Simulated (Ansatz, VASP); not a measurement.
**One calculation of ZnSe5, two programs**

INCAR

```
SYSTEM = ZnSe5
PREC = Accurate
ENCUT = 600
EDIFF = 1E-6
ISMEAR = 0
SIGMA = 0.1
LREAL = .False.
LASPH = .True.
NELM = 80
ALGO = Normal
ISIF = 3
LWAVE = .False.
LCHARG = .False.
GGA = PE
IBRION = 2
NSW = 90
EDIFFG = -0.04
```

The input KPOINTS:

```
Automatic mesh
0
Gamma
  4 4 4
  0 0 0
```

POSCAR

```
ZnSe5
1.0
    0.0000000000      4.2311167000      4.2311167000
    4.2311167000      0.0000000000      4.2311167000
    4.2311167000      4.2311167000      0.0000000000
Zn Se
1 5
Direct
    0.0000000000      0.0000000000      0.0000000000
    0.3750000000      0.3750000000      0.8750000000
    0.3750000000      0.8750000000      0.3750000000
    0.8750000000      0.3750000000      0.3750000000
    0.3750000000      0.3750000000      0.3750000000
    0.7500000000      0.7500000000      0.7500000000
```

Input for Ansatz:

```yaml
crystal:
  lattice:
    - [0.0, 4.2311167, 4.2311167]
    - [4.2311167, 0.0, 4.2311167]
    - [4.2311167, 4.2311167, 0.0]
  atoms:
    - { symbol: Zn, position: [0.0, 0.0, 0.0] }
    - { symbol: Se, position: [0.375, 0.375, 0.875] }
    - { symbol: Se, position: [0.375, 0.875, 0.375] }
    - { symbol: Se, position: [0.875, 0.375, 0.375] }
    - { symbol: Se, position: [0.375, 0.375, 0.375] }
    - { symbol: Se, position: [0.75, 0.75, 0.75] }
basis:
  ecutwfc: 420
kpoints:
  mp_grid: { grid: [4, 4, 4] }
hamiltonian:
  xc: pbe
scf:
  occupations: { method: gaussian, width: 0.1 }
  lower_state_search: "off"
output:
  forces: true
  stress: true
  eigenvalues: true
relax:
  adjacent_minimum: "off"
  f_tol: 0.04
  max_steps: 70
  cell: { stress_tol: 0.4 }
```

Change from the starting cell: species swapped into the ErCu5 type (F-43m, No. 216).

Alike in both runs: task relaxation of cell and atoms; functional PBE; k mesh 4 × 4 × 4; occupations gaussian, width 0.1 eV; no spin polarisation.

```csv
,VASP,Ansatz
version,VASP 6.6.1,Ansatz 0.2.0
potentials or method,"VASP PAW PBE potentials, release 64 (Zn, Se), cutoff 600 eV","scalar-relativistic, plane waves, PAW"
valence electrons in the cell,42,92
```

|  | VASP | Ansatz | Ansatz less VASP |
| --- | --- | --- | --- |
| gap on the k mesh at the Fermi level, each at its own relaxed structure (eV) | none | none | - |
| relaxed volume (Å³/atom) | 22.22 | 22.33 | +0.112 |
| relaxed length of the cell vector where the two differ most in proportion (Å) | 5.734 | 5.743 | +0.0096 |

A gap of «none» marks a metal or a gap that the smearing closes. VASP's potentials hold 42 valence electrons a cell and Ansatz's 92, so a difference there can come from the potentials and not from the codes.
